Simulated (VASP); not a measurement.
Wanted: the native input for a VASP 6.6.1 run.

* Task: single point
* Functional: PBE
* Potentials or basis: VASP PAW PBE potentials, release 64 (Mg)
* Cutoff: 520 eV
* k mesh: 12 × 12 × 1
* Occupations: fermi-dirac, width 0.05 eV
* Spin: no spin polarisation
* Dipole correction: yes
* k mesh for the DOS: 18 × 18 × 1
* Occupations for the DOS: tetrahedron
* Further INCAR settings: ALGO = Normal; EDIFF = 1e-06

The system is Mg, a slab with vacuum.

```
Mg
1.0
     3.19987    0.00000    0.00000
    -1.59994    2.77117    0.00000
     0.00000    0.00000   28.94600
Mg
6
Direct
  0.83333 0.16667 0.27638
  0.16667 0.83333 0.36583
  0.83333 0.16667 0.45528
  0.16667 0.83333 0.54472
  0.83333 0.16667 0.63417
  0.16667 0.83333 0.72362
```

These files were run (other wordings do the same):

POSCAR

```
Mg
1.0
    3.1998719907      0.0000000000      0.0000000000
   -1.5999359953      2.7711704328      0.0000000000
    0.0000000000      0.0000000000     28.9460000000
Mg
6
Direct
    0.8333333330      0.1666666670      0.2763758811
    0.1666666670      0.8333333330      0.3658255286
    0.8333333330      0.1666666670      0.4552751762
    0.1666666670      0.8333333330      0.5447248238
    0.8333333330      0.1666666670      0.6341744714
    0.1666666670      0.8333333330      0.7236241189
```

INCAR.step1

```
SYSTEM = Mg
  ALGO = Normal
  DIPOL = 0.5 0.5 0.500
  EDIFF = 1E-6
  ENCUT = 520
  GGA = PE
  IDIPOL = 3
  ISIF = 2
  ISMEAR = -1
  LASPH = .True.
  LCHARG = .True.
  LDIPOL = .True.
  LREAL = .False.
  LWAVE = .False.
  NBANDS = 15
  NELM = 80
  PREC = Accurate
  SIGMA = 0.05
```

KPOINTS.step1

```
k-points
0
Gamma
  12 12 1
  0 0 0
```

INCAR.step2

```
SYSTEM = Mg
  ALGO = Normal
  DIPOL = 0.5 0.5 0.500
  EDIFF = 1E-6
  ENCUT = 520
  GGA = PE
  ICHARG = 11
  IDIPOL = 3
  ISIF = 2
  ISMEAR = -5
  LASPH = .True.
  LCHARG = .False.
  LDIPOL = .True.
  LORBIT = 10
  LREAL = .False.
  LWAVE = .False.
  NEDOS = 1001
  NELM = 80
  PREC = Accurate
  SIGMA = 0.05
```

KPOINTS.step2

```
k-points
0
Gamma
  18 18 1
  0 0 0
```

Potentials or basis: VASP PAW PBE potentials, release 64 (Mg).

Command:

```sh
$ cat potpaw_PBE.64/Mg/POTCAR > POTCAR
$ cp INCAR.step1 INCAR
$ cp KPOINTS.step1 KPOINTS
$ mpirun -np 1 vasp_std > vasp.out
$ cp INCAR.step2 INCAR
$ cp KPOINTS.step2 KPOINTS
$ mpirun -np 1 vasp_std > vasp.out
```

It gave:

```
Valence electrons inside the program's atomic spheres : Mg 0.33, 0.35 (each value once)
```

It took 2.4 min on 1 thread of Oxide Virtual Turin-like Processor, on a shared host, peak memory 0.31 GiB.
